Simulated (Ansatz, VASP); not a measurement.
Two plane-wave programs on SrCl2

```
CELL_PARAMETERS angstrom
0.00000 3.41714 3.41714
3.41714 0.00000 3.41714
3.41714 3.41714 0.00000
ATOMIC_POSITIONS crystal
Sr 0.00000 0.00000 0.00000
Cl 0.25000 0.25000 0.25000
Cl 0.75000 0.75000 0.75000
```

Alike in both runs: task single point; functional PBE; k mesh 6 × 6 × 6; occupations fermi-dirac, width 0.02 eV; no spin polarisation.

|  | VASP | Ansatz |
| --- | --- | --- |
| version | VASP 6.6.1 | Ansatz 0.2.0 |
| potentials or method | VASP PAW PBE potentials, release 64 (Sr_sv, Cl), cutoff 520 eV | plane waves, PAW |
| valence electrons in the cell | 24 | 24 |

Ansatz gave:

* pressure (GPa): 3.7

Problem. Estimate VASP's values.

Solution. Pressure (GPa): 3.8.
